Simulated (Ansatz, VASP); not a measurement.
NaCl in VASP and in Ansatz

```
Cl Na
1.0
     3.50219    0.00000    0.00000
     0.00000    3.50219    0.00000
     0.00000    0.00000    3.50219
Cl Na
1 1
Direct
  0.50000 0.50000 0.50000
  0.00000 0.00000 0.00000
```

Alike in both runs: functional revPBE; k mesh 8 × 8 × 8; occupations fermi-dirac, width 0.05 eV; no spin polarisation.

|  | VASP | Ansatz |
| --- | --- | --- |
| version | VASP 6.6.1 | Ansatz 0.2.0 |
| potentials or method | VASP PAW PBE potentials, release 64 (Cl, Na_pv) | Ansatz PAW |
| plane-wave cutoff (eV) | 520 | 420 |
| valence electrons in the cell | 14 | 16 |
| task | single point | band structure |

Ansatz gave:

```
gap on the k mesh at the Fermi level (eV) : 4.25
least direct gap on the mesh (eV)         : 4.73
pressure (GPa)                            : 1.7
```

Problem. What did VASP give for the same quantities?

Solution. gap on the k mesh at the Fermi level (eV): 4.24; least direct gap on the mesh (eV): 4.73; pressure (GPa): 1.7.

VASP's potentials were made for PBE, not for revPBE. The functional is the same, so the differences come from potentials, cutoffs and numerics. VASP's potentials hold 14 valence electrons a cell and Ansatz's 16, so a difference there can come from the potentials and not from the codes.
